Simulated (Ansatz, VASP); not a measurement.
One calculation of Mg, two programs

```
CELL_PARAMETERS angstrom
-4.52131 4.52131 0.00000
0.00000 4.52131 -4.52131
-4.52131 0.00000 -4.52131
ATOMIC_POSITIONS crystal
Mg 0.00000 0.50000 0.50000
Mg 0.00000 0.00000 0.50000
Mg 0.00000 0.50000 0.00000
Mg 0.00000 0.00000 0.00000
Mg 0.50000 0.50000 0.50000
Mg 0.50000 0.00000 0.50000
Mg 0.50000 0.50000 0.00000
Mg 0.50000 0.00000 0.00000
```

Alike in both runs: task relaxation of cell and atoms; functional PBE; k mesh 8 × 8 × 8; occupations gaussian, width 0.1 eV; no spin polarisation.

```csv
,VASP,Ansatz
version,VASP 6.6.1,Ansatz 0.2.0
potentials or method,"VASP PAW PBE potentials, release 64 (Mg), cutoff 600 eV","scalar-relativistic, plane waves, PAW"
valence electrons in the cell,16,80
```

```csv
,VASP,Ansatz,Ansatz less VASP
"gap on the k mesh at the Fermi level, each at its own relaxed structure (eV)",none,none,-
relaxed volume (Å³/atom),23.11,23.11,0.000
relaxed cell length with the largest relative difference (Å),6.394,6.394,0.0000
```

A gap of «none» marks a metal or a gap that the smearing closes. VASP's potentials hold 16 valence electrons a cell and Ansatz's 80, so a difference there can come from the potentials and not from the codes.

Noted on VASP's run: the relaxation stopped at its first step, so nothing moved.
